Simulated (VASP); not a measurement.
A run of VASP 6.6.1 is set up as follows.

The input INCAR:

```
SYSTEM = Cd
  PREC = Accurate
  ENCUT = 500
  EDIFF = 1E-7
  ISMEAR = -1
  SIGMA = 0.1
  LREAL = .False.
  LASPH = .True.
  NELM = 120
  ALGO = Normal
  ISIF = 3
  LWAVE = .False.
  LCHARG = .False.
  GGA = PE
  IBRION = 2
  NSW = 60
  EDIFFG = -0.03
  PSTRESS = 50.0
  GGA_COMPAT = .False.
  NELMIN = 4
```

File KPOINTS:

```
Automatic mesh
0
Gamma
  16 16 16
  0 0 0
```

POSCAR

```
Cd
1.0
   -1.7550000000      1.7550000000      1.7550000000
    1.7550000000     -1.7550000000      1.7550000000
    1.7550000000      1.7550000000     -1.7550000000
Cd
1
Direct
    0.0000000000      0.0000000000      0.0000000000
```

Potentials or basis: VASP PAW PBE potentials, release 64 (Cd).

Launch:

```console
$ cat potpaw_PBE.64/Cd/POTCAR > POTCAR
$ mpirun -np 1 vasp_std > vasp.out
```

Task: Predict the relaxed volume.

Result: 21.28 Å³/atom.

Task: Predict the relaxed cell.

Result: a = 3.024 Å, b = 3.024 Å, c = 3.024 Å, α = 109.47°, β = 109.47°, γ = 109.47°.

Task: Estimate the band gap on the k mesh.

Result: Zero (bands 6 and 7 overlap by 4.32 eV).

Final structure:
```
Cd
1.0
    -1.74571    1.74571    1.74571
     1.74571   -1.74571    1.74571
     1.74571    1.74571   -1.74571
Cd
1
Direct
  0.00000 0.00000 0.00000
```

Caveat: the cell is relaxed towards a set pressure, so the run minimises the enthalpy, not the energy.
